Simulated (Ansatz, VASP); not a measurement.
This is a calculation of Ga for VASP 6.6.1.

Contents of INCAR:

```
SYSTEM = Ga
PREC = Accurate
ENCUT = 520
EDIFF = 1E-6
ISMEAR = 0
SIGMA = 0.027000000000000003
LREAL = .False.
LASPH = .True.
NELM = 60
ALGO = Normal
ISIF = 2
LWAVE = .False.
LCHARG = .True.
GGA = PE
LELF = .True.
LVHAR = .True.
NBANDS = 12
```

File KPOINTS:

```
Automatic mesh
0
Gamma
  10 10 10
  0 0 0
```

Contents of POSCAR:

```
Ga
1.0
    2.7164800000      0.0000000000      0.0000000000
    0.0000000000      2.7164800000      0.0000000000
    0.0000000000      0.0000000000      2.7164800000
Ga
1
Direct
    0.0000000000      0.0000000000      0.0000000000
```

Potentials or basis: VASP PAW PBE potentials, release 64 (Ga_d).

Command:

```sh
$ cat potpaw_PBE.64/Ga_d/POTCAR > POTCAR
$ mpirun -np 1 vasp_std > vasp.out
```

**Question.** Set up the same calculation for Ansatz 0.2.0. Potentials there: Ansatz PAW.

**Answer.** As run (the cutoff follows the program's own potentials):

File input.yaml:

```yaml
crystal:
  lattice:
    - [2.71648, 0.0, 0.0]
    - [0.0, 2.71648, 0.0]
    - [0.0, 0.0, 2.71648]
  atoms:
    - { symbol: Ga, position: [0.0, 0.0, 0.0] }
hamiltonian:
  xc: pbe
  pseudopotentials: { kind: paw }
kpoints:
  mp_grid: { grid: [10, 10, 10] }
scf:
  occupations: { method: gaussian, width: 0.027 }
output:
  forces: true
  stress: true
  eigenvalues: true
```

Potentials or basis: Ansatz PAW.

The run is started by

```sh
$ ansatz run input.yaml --threads 2 --pin off --max-ram 5632MiB --backend cpu --events-out ev --progress --plain --runs-dir out
```

Both were run:

|  | VASP | Ansatz | Ansatz less VASP |
| --- | --- | --- | --- |
| gap on the k mesh at the Fermi level (eV) | none | none | - |
| pressure (GPa) | 0.5 | 0.5 | -0.05 |

A gap of «none» marks a metal or a gap that the smearing closes. With one functional, cell and mesh, what is left measures potentials, basis and numerics.
